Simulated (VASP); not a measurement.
CuH3: density of states with PBE

The system is CuH3, a sheet with vacuum.

```
CELL_PARAMETERS angstrom
2.51071 0.00000 0.00000
0.00000 2.51071 0.00000
0.00000 0.00000 31.39352
ATOMIC_POSITIONS crystal
Cu 0.50000 0.50000 0.21328
H 0.00000 0.00000 0.21292
H 0.00000 0.00000 0.33943
H 0.00000 0.00000 0.31567
```

```
Program                 : VASP 6.6.1
Task                    : density of states
Functional              : PBE
Potentials or basis     : VASP PAW PBE potentials, release 64 (Cu, H)
Cutoff                  : 520 eV
k mesh                  : 18 × 18 × 1
Occupations             : gaussian, width 0.1 eV
Spin                    : no spin polarisation
Dipole correction       : yes
k mesh for the DOS      : 27 × 27 × 1
Occupations for the DOS : tetrahedron
Further INCAR settings  : ALGO = Normal; EDIFF = 1e-07
```

* Valence electrons inside the program's atomic spheres: Cu 9.99; H 0.55, 0.64, 0.65

Levels at points of the mesh, in eV from the Fermi level:
| k point | band 3 | band 4 | band 5 | band 6 | band 7 | band 8 | band 9 | band 10 | band 11 |
| --- | --- | --- | --- | --- | --- | --- | --- | --- | --- |
| (0.00, 0.00, 0.00) | -4.88 | -3.61 | -3.01 | -3.01 | -2.95 | -0.68 | 2.46 | 3.39 | 3.86 |

It took 6.6 min on 1 thread of Intel(R) Xeon(R) Platinum 8259CL CPU @ 2.50GHz (Skylake/Cascade Lake), with other jobs on the host, peak memory 0.45 GiB.
